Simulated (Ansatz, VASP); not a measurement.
AlN: VASP beside Ansatz

File INCAR:

```
SYSTEM = AlN
  PREC = Accurate
  ENCUT = 600
  EDIFF = 1E-6
  ISMEAR = 0
  SIGMA = 0.01
  LREAL = .False.
  LASPH = .True.
  NELM = 120
  ALGO = Normal
  ISIF = 2
  LWAVE = .False.
  LCHARG = .False.
  GGA = PE
  NBANDS = 16
  GGA_COMPAT = .False.
```

Contents of KPOINTS:

```
regular mesh
0
Gamma
  12 12 4
  0 0 0
```

File POSCAR:

```
AlN
1.0
    3.1130000000      0.0000000000      0.0000000000
   -1.5565000000      2.6959370000      0.0000000000
    0.0000000000      0.0000000000      4.9810000000
Al N
2 2
Direct
    0.3333333333      0.6666666667      0.0000000000
    0.6666666667      0.3333333333      0.5000000000
    0.3333333333      0.6666666667      0.3800000000
    0.6666666667      0.3333333333      0.8398474202
```

Input for Ansatz:

```yaml
crystal:
  lattice:
    - [3.113, 0.0, 0.0]
    - [-1.5565, 2.695937, 0.0]
    - [0.0, 0.0, 4.981]
  atoms:
    - { symbol: Al, position: [0.3333333333333333, 0.6666666666666666, 0.0] }
    - { symbol: Al, position: [0.6666666666666666, 0.3333333333333333, 0.5] }
    - { symbol: "N", position: [0.3333333333333333, 0.6666666666666666, 0.38] }
    - { symbol: "N", position: [0.6666666666666666, 0.3333333333333333, 0.8398474201967476] }
basis:
  ecutwfc: 450.0
kpoints:
  mp_grid:
    grid: [12, 12, 4]
hamiltonian:
  xc: pbe
scf:
  max_iter: 70
  occupations:
    method: fixed
output:
  forces: true
```

Alike in both runs: task single point; functional PBE; k mesh 12 × 12 × 4; no spin polarisation.

|  | VASP | Ansatz |
| --- | --- | --- |
| version | VASP 6.6.1 | Ansatz 0.2.0 |
| potentials or method | VASP PAW PBE potentials, release 64 (Al, N), cutoff 600 eV | plane waves, PAW |
| occupations | gaussian, width 0.01 eV | fixed |
| valence electrons in the cell | 16 | 16 |

```tsv
	VASP	Ansatz	Ansatz less VASP
rms of the force components (eV/Å)	2.076	2.063	-0.0126
```

Atom by atom the forces differ by 0.013 eV/Å (rms over components).
